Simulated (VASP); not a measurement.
GaP: single point with PBEsol

Crystal: GaP.

```
Ga P
1.0
     0.00000    2.83426    2.61624
     2.83426    0.00000    2.61624
     2.83426    2.83426    0.00000
Ga P
1 1
Direct
  0.00000 0.00000 0.00000
  0.75000 0.75000 0.75000
```

This cell differs from its parent crystal: strain +0.040 along x and y, -0.040 along z.

```yaml
Program: VASP 6.6.1
Task: single point
Functional: PBEsol
Potentials_or_basis: VASP PAW PBE potentials, release 64 (Ga_d, P)
Cutoff: 520 eV
k_mesh: 8 × 8 × 8
Occupations: gaussian, width 0.05 eV
Spin: no spin polarisation
Dipole_correction: no
Further_INCAR_settings: ALGO = Normal; EDIFF = 1e-06; NBANDS = 16
```

```yaml
Pressure: -3.6 GPa
Band_gap_on_the_k_mesh: 0.85 eV (least direct gap 1.15 eV)
```

Stress tensor (GPa, compression positive):
```
-5.30  0.00  0.00
 0.00 -5.30  0.00
 0.00  0.00 -0.18
```

Levels at points of the mesh, in eV from the valence-band top:
| k point | band 5 | band 6 | band 7 | band 8 | band 9 | band 10 | band 11 | band 12 | band 13 | band 14 |
| --- | --- | --- | --- | --- | --- | --- | --- | --- | --- | --- |
| (0.00, 0.00, 0.00) | -14.65 | -12.49 | -0.38 | -0.38 | 0.00 | 1.15 | 3.50 | 3.68 | 3.68 | 8.14 |
| (0.50, 0.00, 0.00) | -14.63 | -10.52 | -6.73 | -1.62 | -1.03 | 1.11 | 4.12 | 4.83 | 7.83 | 10.04 |
| (0.50, 0.50, 0.00) | -14.62 | -9.45 | -6.54 | -3.17 | -3.17 | 1.01 | 1.02 | 9.97 | 9.97 | 10.88 |
| (0.50, 0.00, 0.50) | -14.64 | -9.77 | -7.04 | -2.66 | -2.61 | 1.53 | 1.76 | 9.64 | 9.73 | 10.13 |

It took 54 s on 1 thread of Intel(R) Xeon(R) Platinum 8259CL CPU @ 2.50GHz (Skylake/Cascade Lake) (shared host), peak memory 0.19 GiB.

Caveat: the cell differs from its parent crystal (strain +0.040 along x and y, -0.040 along z); the stress differs along the axes, from -5 to -0 GPa; the PAW data sets were made with another functional, which shifts forces and pressure a little. A k mesh can miss the band edges.
